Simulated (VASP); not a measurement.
Wanted: the native input for a VASP 6.6.1 run.

* Task: single point
* Functional: PBE
* Potentials or basis: VASP PAW PBE potentials, release 64 (Nb_sv, In_d, S)
* Cutoff: 520 eV
* k mesh: 4 × 4 × 4
* Occupations: gaussian, width 0.1 eV
* Spin: collinear spin
* Starting moments: [1.43, 0.0, 0.0, 0.0, 0.0, 0.0] μB
* Dipole correction: no
* Further INCAR settings: ALGO = Normal; EDIFF = 1e-06; NBANDS = 38

The structure of NbInS4 lies in POSCAR:

```
NbInS4
1.0
    4.0295308500      0.0000000000      0.0000000000
    0.0000000000      4.0295308500      0.0000000000
    0.0000000000      0.0000000000      6.7865168600
Nb In S
1 1 4
Direct
    0.5000000000      0.5000000000      0.5000000000
    0.0000000000      0.0000000000      0.0000000000
    0.0000000000      0.0000000000      0.6038380300
    0.5000000000      0.5000000000      0.1051980000
    0.5000000000      0.5000000000      0.8948020000
    0.0000000000      0.0000000000      0.3961619700
```

The cell was built from a structure type or drawn by symmetry, and may not be a known phase.

One way to write it, as run:

INCAR

```
PREC     = Accurate       # precision mode
ENCUT    = 520            # plane-wave cutoff, eV
EDIFF    = 1E-6           # SCF threshold, eV
ISMEAR   = 0              # smearing method
SIGMA    = 0.1            # smearing width, eV
LREAL    = F              # projectors in reciprocal space
LASPH    = T              # aspherical terms in the spheres
NELM     = 150            # most SCF steps
ALGO     = Normal         # electronic algorithm
ISIF     = 2              # what is computed and relaxed
LWAVE    = F              # write WAVECAR
LCHARG   = T              # write CHGCAR
ISPIN    = 2              # spin polarisation
MAGMOM   = 1.43 0 0 0 0 0 # initial moments
LORBIT   = 11             # projections on sites
LMAXMIX  = 4              # l up to which the mixer works
GGA      = PE             # functional
LELF     = T              # ELF
LVHAR    = T            
NBANDS   = 38             # bands
```

KPOINTS

```
Automatic mesh
0
Gamma
  4 4 4
```

Potentials or basis: VASP PAW PBE potentials, release 64 (Nb_sv, In_d, S).

Run with:

```bash
$ cat potpaw_PBE.64/Nb_sv/POTCAR potpaw_PBE.64/In_d/POTCAR potpaw_PBE.64/S/POTCAR > POTCAR
$ mpirun -np 1 vasp_std > vasp.out
```

It gave:

```json
{
  "Pressure": "76.9 GPa",
  "Largest force": "55.317 eV/Å",
  "Net moment": "-0.87 μB per cell",
  "Site moments": "Nb -0.65; In +0.00; S +0.01, +0.00 (each value once) μB",
  "Valence electrons inside the program's atomic spheres": "Nb 10.53; In 11.40; S 4.25"
}
```

Caveat: the k points lie up to 0.39 Å⁻¹ apart; atoms lie so close that the PAW spheres overlap strongly, which falsifies energies and pressures; forces of over 1 eV/Å act on the atoms, so gaps and moduli don't describe the material at rest.

It took 2.5 min on 1 thread of Intel(R) Xeon(R) 6975P-C (Granite Rapids), with other jobs on the host, peak memory 0.31 GiB.
